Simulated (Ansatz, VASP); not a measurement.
Ta4N in VASP and in Ansatz

```
Ta N
1.0
    -2.74532    2.74532    2.74532
     2.74532   -2.74532    2.74532
     2.74532    2.74532   -2.74532
Ta N
4 1
Direct
  0.00000 0.00000 0.50000
  0.00000 0.50000 0.00000
  0.50000 0.00000 0.00000
  0.50000 0.50000 0.50000
  0.00000 0.00000 0.00000
```

Change from the starting cell: species swapped into the CrGa4 type (Im-3m, No. 229).

Alike in both runs: task relaxation of cell and atoms; functional PBE; k mesh 10 × 10 × 10; occupations gaussian, width 0.1 eV; no spin polarisation.

```csv
,VASP,Ansatz
version,VASP 6.6.1,Ansatz 0.2.0
potentials or method,"VASP PAW PBE potentials, release 64 (Ta_pv, N), cutoff 600 eV","scalar-relativistic, plane waves, PAW"
valence electrons in the cell,49,57
```

```csv
,VASP,Ansatz,Ansatz less VASP
"gap on the k mesh at the Fermi level, each at its own relaxed structure (eV)",none,none,-
relaxed volume (Å³/atom),16.59,16.57,-0.021
relaxed length of the cell vector where the two differ most in proportion (Å),4.759,4.757,-0.0020
```

A gap of «none» marks a metal or a gap that the smearing closes. VASP's potentials hold 49 valence electrons a cell and Ansatz's 57, so a difference there can come from the potentials and not from the codes.

Spin-orbit coupling is off throughout.
